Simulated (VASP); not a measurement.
A run of VASP 6.6.1:

The input INCAR:

```
ALGO = Normal
EDIFF = 1E-6
ENCUT = 520
GGA = PE
ISIF = 2
ISMEAR = 0
IVDW = 12
LASPH = T
LCHARG = F
LREAL = F
LWAVE = F
NBANDS = 22
NELM = 60
PREC = Accurate
SIGMA = 0.02
```

File KPOINTS:

```
k-points
0
Gamma
  6 6 6
```

File POSCAR:

```
H3C2
1.0
    3.4138845153     -3.1815439949      0.0910932394
    3.4138845153      3.1815439949      0.0910932394
   -0.6434342867      0.0000000000      4.1441206149
H C
6 4
Direct
    0.2573102592      0.2573102592      0.5309440811
    0.7426897408      0.7426897408      0.4690559189
    0.2190907902      0.4985263331      0.2234051685
    0.5014736669      0.7809092098      0.7765948315
    0.7809092098      0.5014736669      0.7765948315
    0.4985263331      0.2190907902      0.2234051685
    0.0803013735      0.0803013735      0.0810680526
    0.9196986265      0.9196986265      0.9189319474
    0.2729910471      0.2729910471      0.2735308978
    0.7270089529      0.7270089529      0.7264691022
```

Potentials or basis: VASP PAW PBE potentials, release 64 (H, C).

Run with:

```sh
$ cat potpaw_PBE.64/H/POTCAR potpaw_PBE.64/C/POTCAR > POTCAR
$ mpirun -np 1 vasp_std > vasp.out
```

Hardware: 1 thread of Oxide Virtual Turin-like Processor, on a shared host.

Q: How long does it take, and how much memory?

A: Run time: 2.5 min on 1 thread of Oxide Virtual Turin-like Processor (shared host), peak memory 0.22 GiB. Counts: scf iterations 14, k points 68.
